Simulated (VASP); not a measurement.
Input of a VASP 6.6.1 run:

File INCAR:

```
  PREC = Accurate
  ENCUT = 500
  EDIFF = 1E-6
  ISMEAR = 0
  SIGMA = 0.01
  LREAL = F
  LASPH = T
  NELM = 120
  ALGO = Normal
  ISIF = 2
  LWAVE = F
  LCHARG = F
  GGA = PE
  NBANDS = 12
  GGA_COMPAT = F
```

KPOINTS

```
Automatic mesh
0
Gamma
  8 8 8
```

File POSCAR:

```
AlCl
1.0
    0.0000000000      2.8486347600      2.8486347600
    2.8486347600      0.0000000000      2.8486347600
    2.8486347600      2.8486347600      0.0000000000
Al Cl
1 1
Direct
    0.5000000000      0.5000000000      0.5000000000
    0.0000000000      0.0000000000      0.0000000000
```

Potentials or basis: VASP PAW PBE potentials, release 64 (Al, Cl).

The run is started by

```console
$ cat potpaw_PBE.64/Al/POTCAR potpaw_PBE.64/Cl/POTCAR > POTCAR
$ mpirun -np 1 vasp_std > vasp.out
```

(1) Estimate the band gap on the k mesh.

(2) Predict the pressure.

## Answers

(1) 0.53 eV.

(2) 5.7 GPa.

Caveat: the cell stands under pressure.
